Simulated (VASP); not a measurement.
Write the native input for VASP 6.6.1 that does the following.

| Property | Result |
| --- | --- |
| Task | single point |
| Functional | PBE |
| Potentials or basis | VASP PAW PBE potentials, release 64 (Be, Nb_sv, Cl) |
| Cutoff | 520 eV |
| k mesh | 4 × 4 × 2 |
| Occupations | gaussian, width 0.1 eV |
| Spin | no spin polarisation |
| Dipole correction | no |
| Further INCAR settings | ALGO = Normal; EDIFF = 1e-06; NBANDS = 34 |

The structure of BeNbCl5 lies in POSCAR:

```
BeNbCl5
1.0
    2.6801650100     -3.4870330700      0.0000000000
    2.6801650100      3.4870330700      0.0000000000
    0.0000000000      0.0000000000      8.6949593500
Be Nb Cl
1 1 5
Direct
    0.5000000000      0.5000000000      0.5000000000
    0.0000000000      0.0000000000      0.5000000000
    0.2771128100      0.2771128100      0.7421484900
    0.7228871900      0.7228871900      0.7421484900
    0.7228871900      0.7228871900      0.2578515100
    0.2771128100      0.2771128100      0.2578515100
    0.0000000000      0.0000000000      0.0000000000
```

The cell was generated, and may not be a known phase.

These files were run (other wordings do the same):

INCAR

```
SYSTEM = BeNbCl5
PREC = Accurate ; ENCUT = 520
EDIFF = 1E-6 ; ISMEAR = 0
SIGMA = 0.1 ; LREAL = .FALSE.
LASPH = .TRUE. ; NELM = 80
ALGO = Normal ; ISIF = 2
LWAVE = .FALSE. ; LCHARG = .FALSE.
GGA = PE ; NBANDS = 34
```

KPOINTS

```
Automatic mesh
0
G
  4 4 2
  0 0 0
```

Potentials or basis: VASP PAW PBE potentials, release 64 (Be, Nb_sv, Cl).

Launch:

```console
$ cat potpaw_PBE.64/Be/POTCAR potpaw_PBE.64/Nb_sv/POTCAR potpaw_PBE.64/Cl/POTCAR > POTCAR
$ mpirun -np 1 vasp_std > vasp.out
```

It gave:

The pressure is 0.5 GPa and the largest force is 3.273 eV/Å. The band gap on the k mesh is zero (bands 25 and 26 overlap by 0.58 eV).

Caveat: the k points lie up to 0.37 Å⁻¹ apart, too coarse for converged energies and pressures of a metal; forces of over 1 eV/Å act on the atoms, so gaps and moduli don't describe the material at rest.

Run time: 3.9 min on 1 thread of AMD EPYC 7R13, on a shared host, peak memory 0.28 GiB.
